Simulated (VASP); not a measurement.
Runs of VASP 6.6.1 on BAs. The structure is that of space group F-43m (No. 216), or close to it. The cells are those of the table. 

```tsv
cell	gap on the mesh (eV)	pressure (GPa)
a = 3.378, b = 3.412, c = 3.412 Å, angles 59.3, 60.3, 60.3°, 2 atoms	1.05	0.7
a = 3.378, b = 3.361, c = 3.361 Å, angles 60.3, 59.8, 59.8°, 2 atoms	1.01	4.9
a = 3.378, b = 3.437, c = 3.437 Å, angles 58.9, 60.6, 60.6°, 2 atoms	0.96	-1.3
a = 3.378, b = 3.328, c = 3.328 Å, angles 61.0, 59.5, 59.5°, 2 atoms	0.68	(b)
a = 3.378, b = 3.429, c = 3.429 Å, angles 59.0, 60.5, 60.5°, 2 atoms	0.99	(a)
a = 3.378, b = 3.344, c = 3.344 Å, angles 60.7, 59.7, 59.7°, 2 atoms	0.85	6.5
a = 3.378, b = 3.395, c = 3.395 Å, angles 59.7, 60.2, 60.2°, 2 atoms	1.11	2.0
a = 3.378, b = 3.446, c = 3.446 Å, angles 58.7, 60.7, 60.7°, 2 atoms	0.93	(c)
```

Alike in all rows: task single point; level PBE; potentials or basis VASP PAW PBE potentials, release 64 (B, As); no spin polarisation; k mesh 10 × 10 × 10; cutoff (eV) 520; smearing gaussian 0.05 eV.

**Question.** Estimate the missing entries.

**Answer.** (a) -0.6; (b) 8.1; (c) -1.9.

A k mesh can miss the band edges, and the runs leave out spin-orbit coupling on As.
